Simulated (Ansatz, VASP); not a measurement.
One calculation of ZnO, two programs

File INCAR:

```
SYSTEM = ZnO
PREC = Accurate
ENCUT = 910
EDIFF = 1E-6
ISMEAR = 0
SIGMA = 0.05
LREAL = .FALSE.
LASPH = .TRUE.
NELM = 120
ALGO = Normal
ISIF = 2
LWAVE = .FALSE.
LCHARG = .FALSE.
GGA = PS
NBANDS = 26
GGA_COMPAT = .FALSE.
```

KPOINTS

```
Automatic mesh
0
G
  9 9 6
  0 0 0
```

File POSCAR:

```
ZnO
1.0
    3.1681637558      0.0000000000      0.0000000000
   -1.5840818779      2.7437102959      0.0000000000
    0.0000000000      0.0000000000      5.4639900000
Zn O
2 2
Direct
    0.3333333333      0.6666666667      0.0000000000
    0.6666666667      0.3333333333      0.5000000000
    0.3333333333      0.6666666667      0.3821000000
    0.6666666667      0.3333333333      0.8821000000
```

Input for Ansatz:

```yaml
crystal:
  lattice:
    - [3.1681637558, 0.0, 0.0]
    - [-1.5840818779, 2.7437102959, 0.0]
    - [0.0, 0.0, 5.46399]
  atoms:
    - { symbol: Zn, position: [0.3333333333, 0.6666666667, 0.0] }
    - { symbol: Zn, position: [0.6666666667, 0.3333333333, 0.5] }
    - { symbol: O, position: [0.3333333333, 0.6666666667, 0.3821] }
    - { symbol: O, position: [0.6666666667, 0.3333333333, 0.8821] }
basis:
  ecutwfc: 420
kpoints:
  mp_grid: { grid: [9, 9, 6] }
hamiltonian:
  xc: pbesol
scf:
  occupations: { method: gaussian, width: 0.05 }
output:
  forces: true
  stress: true
  eigenvalues: true
```

Change from the starting cell: strain -0.025 along x and y, +0.050 along z, atoms carried along.

Alike in both runs: task single point; functional PBEsol; k mesh 9 × 9 × 6; occupations gaussian, width 0.05 eV; no spin polarisation.

```csv
,VASP,Ansatz
version,VASP 6.6.1,Ansatz 0.2.0
potentials or method,"VASP PAW PBE potentials, release 64 (Zn, O_h), cutoff 910 eV","scalar-relativistic, plane waves, PAW"
valence electrons in the cell,36,36
```

```tsv
	VASP	Ansatz	Ansatz less VASP
gap on the k mesh at the Fermi level (eV)	0.57	0.58	+0.013
least direct gap on the mesh (eV)	0.57	0.58	+0.013
rms of the force components (eV/Å)	0.299	0.278	-0.0208
```

VASP's potentials were made for PBE, not for PBEsol. Atom by atom the forces differ by 0.021 eV/Å (rms over components). With one functional, cell and mesh, what is left measures potentials, basis and numerics.

Noted on VASP's run: the cutoff is short for stress, so the pressure is rough.
